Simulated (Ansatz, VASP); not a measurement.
One calculation of Ti, two programs

```
CELL_PARAMETERS angstrom
2.85693 0.00000 0.00000
-1.42846 2.54953 0.00000
0.00000 0.00000 4.59099
ATOMIC_POSITIONS crystal
Ti 0.33333 0.66667 0.25000
Ti 0.66667 0.33333 0.75000
```

Change from the starting cell: strain -0.0150 x Voigt [1, -1, 0, 0, 0, 0], atoms carried along.

Alike in both runs: task single point; functional PBEsol; k mesh 24 × 24 × 14; occupations gaussian, width 0.15 eV; no spin polarisation.

```csv
,VASP,Ansatz
version,VASP 6.6.1,Ansatz 0.2.0
potentials or method,"VASP PAW PBE potentials, release 64 (Ti_sv), cutoff 520 eV","scalar-relativistic, plane waves, PAW"
valence electrons in the cell,24,24
```

|  | VASP | Ansatz | Ansatz less VASP |
| --- | --- | --- | --- |
| gap on the k mesh at the Fermi level (eV) | none | none | - |
| pressure (GPa) | -0.2 | 0.1 | +0.30 |
| traceless stress, the component that is largest in VASP (GPa) | 2.04 | 2.06 | +0.021 |
| rms of the force components (eV/Å) | 0.045 | 0.046 | +0.0004 |

VASP's potentials were made for PBE, not for PBEsol. Atom by atom the forces differ by 0.000 eV/Å (rms over components). A gap of «none» marks a metal or a gap that the smearing closes.
